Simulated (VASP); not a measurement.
Here is a VASP 6.6.1 calculation.

INCAR

```
  ALGO = Fast
  EDIFF = 1E-6
  ENCUT = 520
  GGA = PE
  ISIF = 2
  ISMEAR = 0
  LASPH = T
  LCHARG = T
  LELF = T
  LREAL = F
  LVHAR = T
  LWAVE = F
  NBANDS = 29
  NELM = 80
  PREC = Accurate
  SIGMA = 0.1
```

File KPOINTS:

```
k-points
0
Gamma
  10 10 10
```

POSCAR

```
RbCd
1.0
    0.0000000000      4.4030273185      4.4030273185
    4.4030273185      0.0000000000      4.4030273185
    4.4030273185      4.4030273185      0.0000000000
Rb Cd
2 2
Direct
    0.5000000000      0.5000000000      0.5000000000
    0.7500000000      0.7500000000      0.7500000000
    0.0000000000      0.0000000000      0.0000000000
    0.2500000000      0.2500000000      0.2500000000
```

Potentials or basis: VASP PAW PBE potentials, release 64 (Rb_sv, Cd).

Launch:

```sh
$ cat potpaw_PBE.64/Rb_sv/POTCAR potpaw_PBE.64/Cd/POTCAR > POTCAR
$ mpirun -np 1 vasp_std > vasp.out
```

What does it give for the pressure?

0.0 GPa.

What does it give for the band gap on the k mesh?

Zero (bands 21 and 22 overlap by 1.34 eV).
